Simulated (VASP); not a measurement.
# TaS2 (P-3m1) in VASP: a series of runs, part 3 of 3

VASP 6.6.1. The steps go on from the part before.

**5. Electric field gradients, PBE (equal xx and yy strain of -1 %)**

Input file INCAR:

```
PREC     = Accurate       # precision mode
ENCUT    = 400            # plane-wave cutoff, eV
EDIFF    = 1E-8           # SCF threshold, eV
ISMEAR   = -1             # smearing method
SIGMA    = 0.03           # smearing width, eV
LREAL    = False          # projectors in reciprocal space
LASPH    = True           # aspherical terms in the spheres
NELM     = 120            # most SCF steps
ALGO     = Normal         # electronic algorithm
ISIF     = 2              # what is computed and relaxed
LWAVE    = False          # write WAVECAR
LCHARG   = False          # write CHGCAR
GGA      = PE             # functional
LEFG     = True         
NBANDS   = 18             # bands
GGA_COMPAT= False
```

Input file KPOINTS:

```
regular mesh
0
Gamma
  9 9 5
```

Input file POSCAR:

```
TaS2
1.0
    3.3165020994      0.0000000000      0.0000000000
   -1.6582510497      2.8721750698      0.0000000000
    0.0000000000      0.0000000000      5.8600000000
Ta S
1 2
Direct
    0.0000000000      0.0000000000      0.0000000000
    0.3333333333      0.6666666667      0.2500000000
    0.6666666667      0.3333333333      0.7500000000
```

Potentials or basis: VASP PAW PBE potentials, release 64 (Ta_pv, S).

Run with:

```sh
> cat potpaw_PBE.64/Ta_pv/POTCAR potpaw_PBE.64/S/POTCAR > POTCAR
> mpirun -np 1 vasp_std > vasp.out
```

OUTCAR:

```text
PREC = Accurate
   ENCUT = 400
   EDIFF = 1E-8
   ISMEAR = -1
   LREAL = False
   LASPH = True
   NELM = 120
   ISIF = 2
   GGA = PE

 ion  position               nearest neighbor table
   1  0.000  0.000  0.000-   2 2.41   3 2.41   3 2.41   2 2.41   3 2.41   2 2.41
   2  0.333  0.667  0.250-   1 2.41   1 2.41   1 2.41
   3  0.667  0.333  0.750-   1 2.41   1 2.41   1 2.41

  LATTYP: Found a hexagonal cell.
 ALAT       =     3.3165020994
 C/A-ratio  =     1.7669218425

  Lattice vectors:

 A1 = (   3.3165020994,   0.0000000000,   0.0000000000)
 A2 = (  -1.6582510497,   2.8721750698,   0.0000000000)
 A3 = (   0.0000000000,   0.0000000000,   5.8600000000)

Analysis of symmetry for initial positions (statically):
=====================================================================
 Subroutine PRICEL returns:
 Original cell was already a primitive cell.

 Routine SETGRP: Setting up the symmetry group for a
 hexagonal supercell.

 Subroutine GETGRP returns: Found 12 space group operations
 (whereof 12 operations were pure point group operations)
 out of a pool of 24 trial point group operations.

The static configuration has the point symmetry D_3d.

Analysis of symmetry for dynamics (positions and initial velocities):
=====================================================================
 Subroutine PRICEL returns:
 Original cell was already a primitive cell.

 Routine SETGRP: Setting up the symmetry group for a
 hexagonal supercell.

 Subroutine GETGRP returns: Found 12 space group operations
 (whereof 12 operations were pure point group operations)
 out of a pool of 24 trial point group operations.

The dynamic configuration has the point symmetry D_3d.

 Subroutine INISYM returns: Found 12 space group operations
 (whereof 12 operations are pure point group operations),
 and found     1 'primitive' translations

----------------------------------------------------------------------------------------

                                     Primitive cell

  volume of cell :      55.8199

  direct lattice vectors                    reciprocal lattice vectors
     3.316502099  0.000000000  0.000000000     0.301522499  0.174084096  0.000000000
    -1.658251050  2.872175070  0.000000000     0.000000000  0.348168192  0.000000000
     0.000000000  0.000000000  5.860000000     0.000000000  0.000000000  0.170648464

  length of vectors
     3.316502099  3.316502099  5.860000000     0.348168192  0.348168192  0.170648464

  position of ions in fractional coordinates (direct lattice)
     0.000000000  0.000000000  0.000000000
     0.333333333  0.666666667  0.250000000
     0.666666667  0.333333333  0.750000000

  ion indices of the primitive-cell ions
   primitive index   ion index
                 1           1
                 2           2
                 3           3

----------------------------------------------------------------------------------------

[... 73 lines left out ...]
   IBRION =     -1    ionic relax: 0-MD 1-quasi-New 2-CG
   NFREE  =      0    steps in history (QN), initial steepest desc. (CG)
   ISIF   =      2    stress and relaxation
   ISYM   =      2    0-nonsym 1-usesym 2-fastsym
   POTIM  = 0.5000    time-step for ionic-motion
   TEBEG  =    0.0;   TEEND  =   0.0 temperature during run
   PSTRESS=    0.0 pullay stress
   NELECT =      23.0000    total number of electrons
   NUPDOWN=      -1.0000    fix difference up-down
   EMIN   =  10.00;   EMAX   =-10.00  energy-range for DOS
   EFERMI =   0.00;   METHOD = LEGACY
   ISMEAR =    -1;   SIGMA  =   0.03  broadening in eV -4-tet -1-fermi 0-gaus
   EFERMI_NEDOS =   21; number of points for ismear=-14 and -15
   IALGO  =     38    algorithm
   IMIX   =      4    mixing-type and parameters
     AMIX     =   0.40;   BMIX     =  1.00
     AMIX_MAG =   1.60;   BMIX_MAG =  1.00
  volume/ion in A,a.u.               =      18.61       125.56
  Fermi-wavevector in a.u.,A,eV,Ry     =   1.218207  2.302078 20.191439  1.484029
  Thomas-Fermi vector in A             =   2.353502
   LORBIT       =      0    0 simple, 1 ext, 2 COOP (PROOUT), +10 PAW based schemes
   GGA     = PE    functional components
   LHFCALC =     F    Hartree Fock is set to
   AEXX    =    0.0000 exact exchange contribution
   IVDW    =     0    specifies the selected vdW correction
   LEPSILON=     F    determine dielectric tensor
   LRPA    =     F    only Hartree local field effects (RPA)
 non-spin polarized calculation
  energy-cutoff  :      400.00
  volume of cell :       55.82
 maximum number of plane-waves:      1039
 NGX is ok and might be reduce to    24
   NGX = 11   NGY = 11   NGZ = 19

 number of electron      22.9999994 magnetization

 Free energy of the ion-electron system (eV)
  ---------------------------------------------------
  ext. energy  EPLUGINS =         0.00000000
  ---------------------------------------------------
  free energy    TOTEN  =       -22.94869300 eV

  energy without entropy =      -22.94288570  energy(sigma->0) =      -22.94578935

 E-fermi :   5.8605     XC(G=0): -10.6110

 val. band max:        5.8444193881   @ k =   0.2222   0.1111   0.0000
 cond. band min:       5.8755582688   @ k =   0.1111   0.0000   0.0000
 fundamental gap:      0.0311388808
 Fermi energy:         5.8605411103

 k-point     1 :       0.0000    0.0000    0.0000
  band No.  band energies     occupation
      1     -29.3478      2.00000
      2     -29.3028      2.00000
      3     -29.3028      2.00000
      4      -9.4130      2.00000
      5      -7.2747      2.00000
      6      -1.2575      2.00000
[... 481 lines left out ...]
      5      -7.3440      2.00000
      6      -0.1171      2.00000
[... 10 lines left out ...]
     17      12.7213      0.00000
     18      13.4156      0.00000

 [... further k-points ...]
[... 5 lines left out ...]
  --------------------------------------------------------------------------------------
  -------------------------------------------------------------------------------------
  Total        3.8696342      3.8696342      5.3250159      0.0000000     -0.0000000      0.0000000
  in kB      111.0687014    111.0687014    152.8419935      0.0000000     -0.0000000      0.0000000
  external PRESSURE =     124.9931321 kB  Pullay stress =       0.0000000 kB

 VOLUME and BASIS-vectors are now :
 -----------------------------------------------------------------------------
  energy-cutoff  :      400.00
  volume of cell :       55.82
      direct lattice vectors                 reciprocal lattice vectors
     3.316502099  0.000000000  0.000000000     0.301522499  0.174084096  0.000000000
    -1.658251050  2.872175070  0.000000000     0.000000000  0.348168192  0.000000000
     0.000000000  0.000000000  5.860000000     0.000000000  0.000000000  0.170648464

 POSITION                                       TOTAL-FORCE (eV/Angst)
 -----------------------------------------------------------------------------------
      0.00000      0.00000      0.00000         0.000000      0.000000      0.000000
     -0.00000      1.91478      1.46500        -0.000000      0.000000      1.552642
      1.65825      0.95739      4.39500         0.000000     -0.000000     -1.552642
 -----------------------------------------------------------------------------------
    total drift:                               -0.000000      0.000000      0.000000

  FREE ENERGIE OF THE ION-ELECTRON SYSTEM (eV)
  ---------------------------------------------------
  free  energy   TOTEN  =       -22.9486929972 eV

  energy  without entropy=      -22.9428856974  energy(sigma->0) =      -22.94578935

 Electric field gradients (V/A^2)
---------------------------------------------------------------------
 ion       V_xx      V_yy      V_zz      V_xy      V_xz      V_yz
---------------------------------------------------------------------
   1      70.639    70.639  -141.278     0.000    -0.000     0.000
   2       8.093     8.093   -16.186     0.000    -0.000     0.000
   3       8.093     8.093   -16.186     0.000    -0.000     0.000
---------------------------------------------------------------------

 Electric field gradients after diagonalization (V/A^2)
 (convention: |V_zz| > |V_xx| > |V_yy|)
----------------------------------------------------------------------
 ion       V_xx      V_yy      V_zz     asymmetry (V_yy - V_xx)/ V_zz
----------------------------------------------------------------------
   1      70.639    70.639  -141.278       0.000
   2       8.093     8.093   -16.186       0.000
   3       8.093     8.093   -16.186       0.000
----------------------------------------------------------------------

           NMR quadrupolar parameters

 Cq : quadrupolar parameter    Cq=e*Q*V_zz/h
 eta: asymmetry parameters     (V_yy - V_xx)/ V_zz
 Q  : nuclear electric quadrupole moment in mb (millibarn)
----------------------------------------------------------------------
 ion       Cq(MHz)       eta       Q (mb)
----------------------------------------------------------------------
   1      -0.342       0.000       1.000
   2      -0.039       0.000       1.000
   3      -0.039       0.000       1.000
----------------------------------------------------------------------
```

Run time: 89 s. Hardware: 1 thread of AMD EPYC 7R43 (Zen 3), shared host; peak memory 0.14 GiB.

Results:

| Property | Result |
| --- | --- |
| Free energy | -22.9487 eV |
| Pressure | 12.5 GPa |
| Largest force | 1.553 eV/Å |

Forces on the atoms (eV/Å):
```
Ta   0.000  0.000  0.000
S    0.000  0.000  1.553
S    0.000  0.000 -1.553
```

Electric field gradients, principal values (V/Å²):
```tsv
atom	least	middle	greatest (by size)
1 Ta	70.639	70.639	-141.278
2 S	8.093	8.093	-16.186
3 S	8.093	8.093	-16.186
```

Caveat: the cell differs from its parent crystal (equal xx and yy strain of -1 %); without QUAD_EFG the Cq values of the log hold for a quadrupole moment of 1 mb, not for the nuclei; spin-orbit coupling is left out, which moves the levels of the heavy elements; this functional lacks dispersion, which binds the layers, so the pressure and a relaxed spacing across them are unreliable; forces of over 1 eV/Å act on the atoms, so gaps and moduli don't describe the material at rest.

**6. Overview**

```tsv
cell	gap on the mesh (eV)	pressure (GPa)	largest force (eV/Å)
a = 3.350, b = 3.350, c = 5.977 Å, angles 90.0, 90.0, 120.0°, 3 atoms	none	6.1	0.78
a = 3.250, b = 3.250, c = 5.860 Å, angles 90.0, 90.0, 120.0°, 3 atoms	none	20.1	2.21
a = 3.317, b = 3.317, c = 5.860 Å, angles 90.0, 90.0, 120.0°, 3 atoms	none	12.5	1.55
```

Alike in all rows: task electric field gradients; level PBE; potentials or basis VASP PAW PBE potentials, release 64 (Ta_pv, S); no spin polarisation; k mesh 9 × 9 × 5; cutoff (eV) 400; smearing fermi-dirac 0.03 eV.

Caveats: spin-orbit coupling is left out, which moves the levels of the heavy elements; this functional lacks dispersion, which binds the layers, so the pressure and a relaxed spacing across them are unreliable; forces of over 1 eV/Å act on the atoms, so gaps and moduli don't describe the material at rest (some runs).

Total energies depend on the potentials used, so only differences within one code and one set of settings carry meaning.
